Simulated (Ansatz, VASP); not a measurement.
**NiO2: VASP beside Ansatz**

```
Ni O
1.0
     2.76278    0.00000    0.00000
    -1.38139    2.39264    0.00000
     0.00000    0.00000    4.20614
Ni O
1 2
Cartesian
  0.0000 0.0000 2.1031
  1.3814 0.7975 2.9726
  0.0000 1.5951 1.2335
```

Alike in both runs: task single point; functional LDA; k mesh 12 × 12 × 6; occupations gaussian, width 0.05 eV; no spin polarisation.

|  | VASP | Ansatz |
| --- | --- | --- |
| version | VASP 6.6.1 | Ansatz 0.2.0 |
| potentials or method | VASP PAW LDA potentials, release 64 (Ni, O), cutoff 520 eV | scalar-relativistic, plane waves, PAW |
| valence electrons in the cell | 22 | 30 |

Ansatz gave:

```
gap on the k mesh at the Fermi level (eV)                     : 0.79
least direct gap on the mesh (eV)                             : 1.19
pressure (GPa)                                                : 8.9
traceless stress, the component that is largest in VASP (GPa) : 1.32
rms of the force components (eV/Å)                            : 0.500
```

Problem. What did VASP give for the same quantities?

Solution. gap on the k mesh at the Fermi level (eV): 0.75; least direct gap on the mesh (eV): 1.16; pressure (GPa): 10.2; traceless stress, the component that is largest in VASP (GPa): 0.55; rms of the force components (eV/Å): 0.543.

LDA's correlation is that of Perdew and Zunger in VASP and of Perdew and Wang (1992) in Ansatz. Atom by atom the forces differ by 0.043 eV/Å (rms over components). VASP's potentials hold 22 valence electrons a cell and Ansatz's 30, so a difference there can come from the potentials and not from the codes.
